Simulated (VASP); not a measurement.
HgTe, 2 atoms in the cell. It takes space group I-4m2 (No. 119, tetragonal). Conventional cell: a = 4.901 Å, b = 4.901 Å, c = 6.447 Å, α = 90.00°, β = 90.00°, γ = 90.00°. Hg (site symmetry -4m2) has 4 Te at 2.93 Å within 3.9 Å. Te (site symmetry -4m2) has 4 Hg at 2.93 Å within 3.9 Å.  This cell differs from its parent crystal: strain +0.0750 x Voigt [1, 1, 0, 0, 0, 0].

| Property | Result |
| --- | --- |
| Program | VASP 6.6.1 |
| Task | single point |
| Functional | PBE |
| Potentials or basis | VASP PAW PBE potentials, release 64 (Hg, Te) |
| Cutoff | 520 eV |
| k mesh | 14 × 14 × 14 |
| Occupations | gaussian, width 0.15 eV |
| Spin | no spin polarisation |
| Dipole correction | no |
| Further INCAR settings | ALGO = Normal; EDIFF = 1e-06; NBANDS = 16 |

Potentials or basis: VASP PAW PBE potentials, release 64 (Hg, Te).

Command:

```console
$ cat potpaw_PBE.64/Hg/POTCAR potpaw_PBE.64/Te/POTCAR > POTCAR
$ mpirun -np 1 vasp_std > vasp.out
```

Hardware: 1 thread of AMD EPYC 7R13, on a shared host.

Question: Estimate the wall time of this run.

Answer: Wall time 6.8 min on 1 thread of AMD EPYC 7R13, on a shared host, peak memory 0.42 GiB. Counts: scf iterations 12, k points 244.
